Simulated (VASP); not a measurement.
GaN: single point with PBEsol

GaN:

```
Ga N
1.0
    -4.50700    0.00000    4.50700
    -4.50700   -4.50700    0.00000
     0.00000   -4.50700    4.50700
Ga N
8 8
Direct
  0.00000 0.50000 0.00000
  0.00000 0.00000 0.00000
  0.00000 0.50000 0.50000
  0.00000 0.00000 0.50000
  0.50000 0.50000 0.00000
  0.50000 0.00000 0.00000
  0.50000 0.50000 0.50000
  0.50000 0.00000 0.50000
  0.37500 0.37500 0.37500
  0.37500 0.87500 0.37500
  0.37500 0.37500 0.87500
  0.37500 0.87500 0.87500
  0.87500 0.37500 0.37500
  0.87500 0.87500 0.37500
  0.87500 0.37500 0.87500
  0.87500 0.87500 0.87500
```

```yaml
Program: VASP 6.6.1
Task: single point
Functional: PBEsol
Potentials_or_basis: VASP PAW PBE potentials, release 64 (Ga_d, N)
Cutoff: 520 eV
k_mesh: 2 × 2 × 2, shifted
Occupations: gaussian, width 0.1 eV
Spin: no spin polarisation
```

The pressure is -1.4 GPa. The band gap on the k mesh is 3.00 eV.

Levels at points of the mesh, in eV from the valence-band top:
| k point | band 70 | band 71 | band 72 | band 73 | band 74 | band 75 |
| --- | --- | --- | --- | --- | --- | --- |
| (0.25, 0.25, 0.25) | -0.69 | 0.00 | 0.00 | 3.00 | 4.12 | 4.12 |

Run time: 20 min on 1 thread of Intel Xeon 8259CL, with other jobs on the host, peak memory 0.41 GiB.

Caveat: the k points lie up to 0.60 Å⁻¹ apart; the PAW data sets were made with another functional, which shifts forces and pressure a little; a shifted mesh leaves out Γ, where band edges can lie. A k mesh can miss the band edges.
